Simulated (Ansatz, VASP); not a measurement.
## Pd: VASP beside Ansatz

```
CELL_PARAMETERS angstrom
0.00000 1.95537 1.95537
1.95537 0.00000 1.95537
1.95537 1.95537 0.00000
ATOMIC_POSITIONS crystal
Pd 0.00000 0.00000 0.00000
```

Alike in both runs: task single point; functional r2SCAN; k mesh 16 × 16 × 16; occupations methfessel-paxton of order 1, width 0.05 eV; no spin polarisation.

|  | VASP | Ansatz |
| --- | --- | --- |
| version | VASP 6.6.1 | Ansatz 0.2.0 |
| potentials or method | VASP PAW PBE potentials, release 64 (Pd) | PAW with Ansatz's default frozen-core files, scalar-relativistic |
| plane-wave cutoff (eV) | 520 | 500 |
| valence electrons in the cell | 10 | 18 |

VASP gave:

- pressure (GPa): 0.2

Problem. Estimate Ansatz's values.

Solution. Pressure (GPa): -0.4.

VASP's potentials were made for PBE, not for r2SCAN. With one functional, cell and mesh, what is left measures potentials, basis and numerics. VASP's potentials hold 10 valence electrons a cell and Ansatz's 18, so a difference there can come from the potentials and not from the codes. Ansatz's warnings: optics on partly filled bands.
